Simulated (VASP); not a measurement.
A run of VASP 6.6.1 is set up as follows.

File INCAR:

```
SYSTEM = CdSn2
PREC = Accurate ; ENCUT = 600
EDIFF = 1E-6 ; ISMEAR = 0
SIGMA = 0.1 ; LREAL = .FALSE.
LASPH = .TRUE. ; NELM = 80
ALGO = Normal ; ISIF = 3
LWAVE = .FALSE. ; LCHARG = .FALSE.
GGA = PE ; IBRION = 2
NSW = 90 ; EDIFFG = -0.04
```

KPOINTS

```
regular mesh
0
G
  6 6 6
  0 0 0
```

POSCAR

```
CdSn2
1.0
   -1.9488252545      1.9488252545      4.7807119525
    1.9488252545     -1.9488252545      4.7807119525
    1.9488252545      1.9488252545     -4.7807119525
Cd Sn
1 2
Direct
    0.0000000000      0.0000000000      0.0000000000
    0.6650000000      0.6650000000      0.0000000000
    0.3350000000      0.3350000000      0.0000000000
```

Potentials or basis: VASP PAW PBE potentials, release 64 (Cd, Sn_d).

Command:

```console
$ cat potpaw_PBE.64/Cd/POTCAR potpaw_PBE.64/Sn_d/POTCAR > POTCAR
$ mpirun -np 1 vasp_std > vasp.out
```

**Question.** What does it give for the space group after relaxing (to 0.1 Å)?

**Answer.** I4/mmm (No. 139).

**Question.** Predict the band gap on the k mesh.

**Answer.** Zero (bands 20 and 21 overlap by 3.76 eV).

Forces in eV/Å, atoms in the order of the input:
```
Cd   0.000  0.000  0.000
Sn   0.000  0.000  0.005
Sn   0.000  0.000 -0.005
```

Caveat: spin-orbit coupling is left out, which moves the levels of the heavy elements.
